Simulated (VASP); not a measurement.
# NbAs (I4_1md) in VASP: further runs

Aim: see how the results for NbAs move with the level of theory and the settings. Levels: PBE, revPBE. Tasks: single point.

Everything below comes from runs of VASP 6.6.1. Logs are shortened: lines on timing, memory, paths and dates and some standing lists are left out, and cuts for length are marked.

**1. The cell of the first run**

The structure is tetragonal, space group I4_1md (No. 109). Conventional cell: a = 3.452 Å, b = 3.452 Å, c = 11.680 Å, α = 90.00°, β = 90.00°, γ = 90.00°. Within 3.4 Å of Nb (site symmetry 2mm) lie 6 As at 2.60 to 2.63 Å and 4 Nb at 3.39 Å. Within 3.4 Å of As (site symmetry 2mm) lie 6 Nb at 2.60 to 2.63 Å and 4 As at 3.39 Å.

**2. Single point, PBE**

Contents of INCAR:

```
SYSTEM = NbAs
  PREC = Accurate
  ENCUT = 500
  EDIFF = 1E-6
  ISMEAR = 0
  SIGMA = 0.1
  LREAL = .False.
  LASPH = .True.
  NELM = 120
  ALGO = Normal
  ISIF = 2
  LWAVE = .False.
  LCHARG = .False.
  GGA = PE
  NBANDS = 26
  GGA_COMPAT = .False.
```

Contents of KPOINTS:

```
regular mesh
0
Gamma
  2 2 2
  0 0 0
```

Contents of POSCAR:

```
NbAs
1.0
   -1.7258500000      1.7258500000      5.8400000000
    1.7258500000     -1.7258500000      5.8400000000
    1.7258500000      1.7258500000     -5.8400000000
Nb As
2 2
Direct
    0.7500000000      0.7500000000      0.0000000000
    0.5000000000      0.0000000000      0.5000000000
    0.1660000000      0.1660000000      0.0000000000
    0.9160000000      0.4160000000      0.5000000000
```

Potentials or basis: VASP PAW PBE potentials, release 64 (Nb_sv, As).

On the command line:

```bash
$ cat potpaw_PBE.64/Nb_sv/POTCAR potpaw_PBE.64/As/POTCAR > POTCAR
$ mpirun -np 1 vasp_std > vasp.out
```

OUTCAR:

```text
SYSTEM = NbAs
   PREC = Accurate
   ENCUT = 500
   EDIFF = 1E-6
   ISMEAR = 0
   LREAL = .False.
   LASPH = .True.
   NELM = 120
   ISIF = 2
   GGA = PE

 ion  position               nearest neighbor table
   1  0.750  0.750  0.000-   4 2.60   4 2.60   3 2.63   3 2.63   3 2.63   3 2.63
   2  0.500  0.000  0.500-   3 2.60   3 2.60   4 2.63   4 2.63   4 2.63   4 2.63
   3  0.166  0.166  0.000-   2 2.60   2 2.60   1 2.63   1 2.63   1 2.63   1 2.63
   4  0.916  0.416  0.500-   1 2.60   1 2.60   2 2.63   2 2.63   2 2.63   2 2.63

  LATTYP: Found a body centered tetragonal cell.
 ALAT       =     3.4517000000
 C/A-ratio  =     3.3838398470

  Lattice vectors:

 A1 = (  -1.7258500000,   1.7258500000,   5.8400000000)
 A2 = (   1.7258500000,  -1.7258500000,   5.8400000000)
 A3 = (   1.7258500000,   1.7258500000,  -5.8400000000)

Analysis of symmetry for initial positions (statically):
=====================================================================
 Subroutine PRICEL returns:
 Original cell was already a primitive cell.

 Routine SETGRP: Setting up the symmetry group for a
 body centered tetragonal supercell.

 Subroutine GETGRP returns: Found  8 space group operations
 (whereof  4 operations were pure point group operations)
 out of a pool of 16 trial point group operations.

The static configuration has the point symmetry C_2v.
 The point group associated with its full space group is C_4v.

Analysis of symmetry for dynamics (positions and initial velocities):
=====================================================================
 Subroutine PRICEL returns:
 Original cell was already a primitive cell.

 Routine SETGRP: Setting up the symmetry group for a
 body centered tetragonal supercell.

 Subroutine GETGRP returns: Found  8 space group operations
 (whereof  4 operations were pure point group operations)
 out of a pool of 16 trial point group operations.

The dynamic configuration has the point symmetry C_2v.
 The point group associated with its full space group is C_4v.

 Subroutine INISYM returns: Found  8 space group operations
 (whereof  4 operations are pure point group operations),
 and found     1 'primitive' translations

----------------------------------------------------------------------------------------

                                     Primitive cell

  volume of cell :      69.5791

[... 70 lines left out ...]
   NELM   =    120;   NELMIN=  2; NELMDL= -5     # of ELM steps
   EDIFF  = 0.1E-05   stopping-criterion for ELM
   LREAL  =      F    real-space projection
   EDIFFG = 0.1E-04   stopping-criterion for IOM
   NSW    =      0    number of steps for IOM
   IBRION =     -1    ionic relax: 0-MD 1-quasi-New 2-CG
   NFREE  =      0    steps in history (QN), initial steepest desc. (CG)
   ISIF   =      2    stress and relaxation
   ISYM   =      2    0-nonsym 1-usesym 2-fastsym
   POTIM  = 0.5000    time-step for ionic-motion
   TEBEG  =    0.0;   TEEND  =   0.0 temperature during run
   PSTRESS=    0.0 pullay stress
   NELECT =      36.0000    total number of electrons
   NUPDOWN=      -1.0000    fix difference up-down
   EMIN   =  10.00;   EMAX   =-10.00  energy-range for DOS
   EFERMI =   0.00;   METHOD = LEGACY
   ISMEAR =     0;   SIGMA  =   0.10  broadening in eV -4-tet -1-fermi 0-gaus
   EFERMI_NEDOS =   21; number of points for ismear=-14 and -15
   IALGO  =     38    algorithm
   IMIX   =      4    mixing-type and parameters
     AMIX     =   0.40;   BMIX     =  1.00
     AMIX_MAG =   1.60;   BMIX_MAG =  1.00
  volume/ion in A,a.u.               =      17.39       117.39
  Fermi-wavevector in a.u.,A,eV,Ry     =   1.314264  2.483599 23.501213  1.727290
  Thomas-Fermi vector in A             =   2.444529
   LORBIT       =      0    0 simple, 1 ext, 2 COOP (PROOUT), +10 PAW based schemes
   GGA     = PE    functional components
   LHFCALC =     F    Hartree Fock is set to
   AEXX    =    0.0000 exact exchange contribution
   IVDW    =     0    specifies the selected vdW correction
   LEPSILON=     F    determine dielectric tensor
   LRPA    =     F    only Hartree local field effects (RPA)
 non-spin polarized calculation
 Gauss-broadening in eV      SIGMA  =   0.10
  energy-cutoff  :      500.00
  volume of cell :       69.58
 maximum number of plane-waves:      1785
 NGX is ok and might be reduce to    48
   NGX = 23   NGY = 23   NGZ = 23

 number of electron      35.9999999 magnetization

 Free energy of the ion-electron system (eV)
  ---------------------------------------------------
  ext. energy  EPLUGINS =         0.00000000
  ---------------------------------------------------
  free energy    TOTEN  =       -31.54921770 eV

  energy without entropy =      -31.49482885  energy(sigma->0) =      -31.52202328

 E-fermi :   9.6297     XC(G=0): -11.8449

 val. band max:        9.6105608376   @ k =   0.5000  -0.0000   0.0000
 cond. band min:       9.6488472085   @ k =   0.5000  -0.0000   0.0000
 fundamental gap:      0.0382863709
 Fermi energy:         9.6297040231

 k-point     1 :       0.0000    0.0000    0.0000
  band No.  band energies     occupation
      1     -45.6057      2.00000
      2     -45.5775      2.00000
      3     -21.7537      2.00000
      4     -21.7039      2.00000
      5     -21.7039      2.00000
      6     -21.6187      2.00000
[... 105 lines left out ...]
     25      14.4712      0.00000
     26      14.4712      0.00000

------------------------ aborting loop because EDIFF is reached ----------------------------------------

  FORCE on cell =-STRESS in cart. coord.  units (eV):
  Direction    XX          YY          ZZ          XY          YZ          ZX
  --------------------------------------------------------------------------------------
  -------------------------------------------------------------------------------------
  Total        2.1964438      2.1964438      4.1325032      0.0000000      0.0000000      0.0000000
  in kB       50.5768465     50.5768465     95.1578999      0.0000000      0.0000000      0.0000000
  external PRESSURE =      65.4371977 kB  Pullay stress =       0.0000000 kB

 VOLUME and BASIS-vectors are now :
 -----------------------------------------------------------------------------
  energy-cutoff  :      500.00
  volume of cell :       69.58
      direct lattice vectors                 reciprocal lattice vectors
    -1.725850000  1.725850000  5.840000000     0.000000000  0.289712316  0.085616438
     1.725850000 -1.725850000  5.840000000     0.289712316  0.000000000  0.085616438
     1.725850000  1.725850000 -5.840000000     0.289712316  0.289712316  0.000000000

 POSITION                                       TOTAL-FORCE (eV/Angst)
 -----------------------------------------------------------------------------------
      0.00000      0.00000      8.76000         0.000000      0.000000     -0.057795
      0.00000      1.72585      0.00000        -0.000000     -0.000000     -0.057795
      0.00000      0.00000      1.93888         0.000000     -0.000000      0.057795
      0.00000      1.72585      4.85888        -0.000000      0.000000      0.057795
 -----------------------------------------------------------------------------------
    total drift:                               -0.000000     -0.000000      0.000217

  FREE ENERGIE OF THE ION-ELECTRON SYSTEM (eV)
  ---------------------------------------------------
  free  energy   TOTEN  =       -31.5492176996 eV

  energy  without entropy=      -31.4948288540  energy(sigma->0) =      -31.52202328
```

stdout:

```text
POSCAR found type information on POSCAR NbAs
 POSCAR found :  2 types and       4 ions
 scaLAPACK will be used
 LDA part: xc-table for (Slater+PW92), standard interpolation
 POSCAR, INCAR and KPOINTS ok, starting setup
 FFT: planning ... GRIDC
 FFT: planning ... GRID_SOFT
 FFT: planning ... GRID
 WAVECAR not read
 entering main loop
```

It took 24 s on 1 thread of Intel Xeon Platinum 8259CL at 2.50GHz (Skylake/Cascade Lake), shared host; peak memory 0.3 GiB.

Results:

```yaml
Free_energy: -31.5492 eV
Pressure: 6.5 GPa
Largest_force: 0.058 eV/Å
Band_gap_on_the_k_mesh: 0.04 eV, direct
```

Forces in eV/Å, atoms in the order of the input:
```
Nb   0.000  0.000 -0.058
Nb   0.000  0.000 -0.058
As   0.000  0.000  0.058
As   0.000  0.000  0.058
```

Stress tensor (GPa, compression positive):
```
5.06 0.00 0.00
0.00 5.06 0.00
0.00 0.00 9.52
```

Levels at points of the mesh, in eV from the valence-band top:
| k point | band 14 | band 15 | band 16 | band 17 | band 18 | band 19 | band 20 | band 21 | band 22 | band 23 |
| --- | --- | --- | --- | --- | --- | --- | --- | --- | --- | --- |
| (0.00, 0.00, 0.00) | -2.17 | -2.10 | -1.66 | -1.34 | -1.34 | 0.65 | 1.21 | 2.43 | 3.03 | 3.03 |
| (0.50, 0.00, 0.00) | -3.12 | -2.19 | -1.81 | -1.44 | 0.00 | 0.04 | 1.14 | 2.09 | 2.28 | 2.70 |
| (0.50, 0.50, 0.00) | -4.61 | -2.76 | -2.76 | -0.60 | -0.60 | 2.34 | 2.34 | 2.65 | 2.65 | 3.55 |
| (0.50, 0.50, 0.50) | -2.62 | -2.55 | -2.55 | -0.43 | -0.43 | 0.92 | 0.92 | 1.89 | 1.89 | 3.20 |

Caveat: the k points lie up to 1.29 Å⁻¹ apart.

(Continued in part 2 of 2.)
